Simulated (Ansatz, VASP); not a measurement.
## Pt in VASP and in Ansatz

```xyz
2
Lattice="2.7545 0.0000 0.0000 -1.3772 2.3854 0.0000 0.0000 0.0000 4.7168" Properties=species:S:1:pos:R:3 pbc="T T T"
Pt    1.3772    0.7951    3.5376
Pt    0.0000    1.5903    1.1792
```

Alike in both runs: functional BLYP; dispersion D3(BJ); k mesh 11 × 11 × 6; occupations fermi-dirac, width 0.1 eV; no spin polarisation.

Ansatz relaxed the structure, and its values are those at the end. VASP's run is a single point on that final structure, the one shown.

```csv
,VASP,Ansatz
version,VASP 6.6.1,Ansatz 0.2.0
potentials or method,"VASP PAW PBE potentials, release 64 (Pt)","plane waves, PAW"
plane-wave cutoff (eV),520,420
valence electrons in the cell,20,36
```

```csv
,VASP,Ansatz,Ansatz less VASP
pressure (GPa),1.4,0.0,-1.37
```

VASP's potentials were made for PBE, not for BLYP. VASP's potentials hold 20 valence electrons a cell and Ansatz's 36, so a difference there can come from the potentials and not from the codes.

Spin-orbit coupling is off throughout.
